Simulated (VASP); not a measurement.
Wanted: the native input for a VASP 6.6.1 run.

| Item | Value |
| --- | --- |
| Task | single point |
| Functional | PBE |
| Potentials or basis | VASP PAW PBE potentials, release 64 (Si) |
| Cutoff | 500 eV |
| k mesh | 10 × 10 × 6 |
| Occupations | fermi-dirac, width 0.05 eV |
| Spin | no spin polarisation |
| Dipole correction | no |
| Further INCAR settings | ALGO = Normal; EDIFF = 1e-06; NBANDS = 16 |

The structure of Si lies in POSCAR:

```
Si
1.0
    3.8504735850      0.0000000000      0.0000000000
   -1.9252372950      3.3346080900      0.0000000000
    0.0000000000      0.0000000000      6.2697675800
Si
4
Direct
    0.3333333333      0.6666666667      0.0630090000
    0.6666666667      0.3333333333      0.5630100000
    0.3333333333      0.6666666667      0.4369910000
    0.6666666667      0.3333333333      0.9369900000
```

This isn't the form of Si at room conditions, which is diamond.

The input as run:

INCAR

```
PREC = Accurate
ENCUT = 500
EDIFF = 1E-6
ISMEAR = -1
SIGMA = 0.05
LREAL = False
LASPH = True
NELM = 120
ALGO = Normal
ISIF = 2
LWAVE = False
LCHARG = False
GGA = PE
NBANDS = 16
GGA_COMPAT = False
```

KPOINTS

```
Automatic mesh
0
Gamma
  10 10 6
```

Potentials or basis: VASP PAW PBE potentials, release 64 (Si).

Run with:

```bash
$ cat potpaw_PBE.64/Si/POTCAR > POTCAR
$ mpirun -np 1 vasp_std > vasp.out
```

It gave:

The pressure is 1.4 GPa, the largest force is 0.174 eV/Å and the band gap on the k mesh is 0.35 eV (least direct gap 0.87 eV).

It took 88 s on 1 thread of Intel Xeon 8259CL (shared host), peak memory 0.17 GiB.
